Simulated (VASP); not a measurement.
Crystal: Cd.

```xyz
2
Lattice="2.9789 0.0000 0.0000 -1.4894 2.5798 0.0000 0.0000 0.0000 5.6177" Properties=species:S:1:pos:R:3 pbc="T T T"
Cd    0.0000    1.7199    1.4044
Cd    1.4894    0.8599    4.2132
```

Program: VASP 6.6.1. Alike in all runs: task single point; potentials or basis VASP PAW PBE potentials, release 64 (Cd); no spin polarisation; cell as given; cutoff (eV) 500; smearing gaussian 0.1 eV.

Q: Order these runs on this cell by their pressure, lowest first.
A. level PBE; k mesh 3 × 3 × 1
B. level PBE; k mesh 2 × 5 × 2
C. level PBE; k mesh 6 × 6 × 2
D. level RPBE; k mesh 6 × 6 × 4

A: B (2.9 GPa), C (4.4 GPa), D (6.9 GPa), A (15.7 GPa).

Caveats: all runs use coarse meshes; the PAW data sets were made with another functional, which shifts forces and pressure a little (at least some runs).
